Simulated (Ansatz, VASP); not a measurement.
## One calculation of YLu2F3, two programs

INCAR

```
ALGO = Normal
EDIFF = 1E-6
ENCUT = 1350
GGA = PE
GGA_COMPAT = False
ISIF = 2
ISMEAR = 0
LASPH = True
LCHARG = False
LREAL = False
LWAVE = False
NBANDS = 50
NELM = 120
PREC = Accurate
SIGMA = 0.1
```

The input KPOINTS:

```
k-points
0
Gamma
  4 4 6
```

Contents of POSCAR:

```
YLu2F3
1.0
    3.0937449400     -4.7177239600      0.0000000000
    3.0937449400      4.7177239600      0.0000000000
    0.0000000000      0.0000000000      3.0795038700
Y Lu F
1 2 3
Direct
    0.5000000000      0.5000000000      0.0000000000
    0.2156325000      0.7843675000      0.0000000000
    0.7843675000      0.2156325000      0.0000000000
    0.0000000000      0.0000000000      0.0000000000
    0.5000000000      0.0000000000      0.5000000000
    0.0000000000      0.5000000000      0.5000000000
```

Input for Ansatz:

```yaml
crystal:
  lattice:
    - [3.09374494, -4.71772396, 0.0]
    - [3.09374494, 4.71772396, 0.0]
    - [0.0, 0.0, 3.07950387]
  atoms:
    - { symbol: "Y", position: [0.5, 0.5, 0.0] }
    - { symbol: Lu, position: [0.2156325, 0.7843675, 0.0] }
    - { symbol: Lu, position: [0.7843675, 0.2156325, 0.0] }
    - { symbol: F, position: [0.0, 0.0, 0.0] }
    - { symbol: F, position: [0.5, 0.0, 0.5] }
    - { symbol: F, position: [0.0, 0.5, 0.5] }
basis:
  ecutwfc: 420
kpoints:
  mp_grid: { grid: [4, 4, 6] }
hamiltonian:
  xc: pbe
scf:
  occupations: { method: gaussian, width: 0.1 }
  lower_state_search: "off"
output:
  forces: true
  stress: true
  eigenvalues: true
```

Change from the starting cell: species swapped into the NaH2Pd3 type (Cmmm, No. 65).

Alike in both runs: task single point; functional PBE; k mesh 4 × 4 × 6; occupations gaussian, width 0.1 eV; no spin polarisation.

```csv
,VASP,Ansatz
version,VASP 6.6.1,Ansatz 0.2.0
potentials or method,"VASP PAW PBE potentials, release 64 (Y_sv, Lu, F_h), cutoff 1350 eV","scalar-relativistic, plane waves, PAW"
valence electrons in the cell,82,82
```

|  | VASP | Ansatz | Ansatz less VASP |
| --- | --- | --- | --- |
| gap on the k mesh at the Fermi level (eV) | none | none | - |
| rms of the force components (eV/Å) | 0.174 | 0.149 | -0.0255 |

Atom by atom the forces differ by 0.025 eV/Å (rms over components). A gap of «none» marks a metal or a gap that the smearing closes.

Spin-orbit coupling is off throughout.
